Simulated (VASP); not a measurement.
A run of VASP 6.6.1:

The input INCAR:

```
SYSTEM = Ta3N
PREC = Accurate
ENCUT = 520
EDIFF = 1E-6
ISMEAR = -1
SIGMA = 0.05
LREAL = .FALSE.
LASPH = .TRUE.
NELM = 80
ALGO = Normal
ISIF = 2
LWAVE = .FALSE.
LCHARG = .TRUE.
GGA = PS
LELF = .TRUE.
LVHAR = .TRUE.
NBANDS = 27
```

The input KPOINTS:

```
regular mesh
0
G
  8 8 3
  0 0 0
```

File POSCAR:

```
Ta3N
1.0
    3.0322239879      0.0000000000      0.0000000000
   -1.5161119940      2.6259830035      0.0000000000
    0.0000000000      0.0000000000      7.2231715200
Ta N
3 1
Direct
    0.6666666667      0.3333333333      0.8286225240
    0.3333333333      0.6666666667      0.1713774760
    0.0000000000      0.0000000000      0.5000000000
    0.0000000000      0.0000000000      0.0000000000
```

Potentials or basis: VASP PAW PBE potentials, release 64 (Ta_pv, N).

Launch:

```console
$ cat potpaw_PBE.64/Ta_pv/POTCAR potpaw_PBE.64/N/POTCAR > POTCAR
$ mpirun -np 1 vasp_std > vasp.out
```

Hardware: 1 thread of Intel Xeon 8259CL, on a shared host.

Question: How long does it take, and how much memory?

Answer: Run time: 71 s on 1 thread of Intel Xeon 8259CL (shared host), peak memory 0.2 GiB. Counts: scf iterations 14, k points 25.
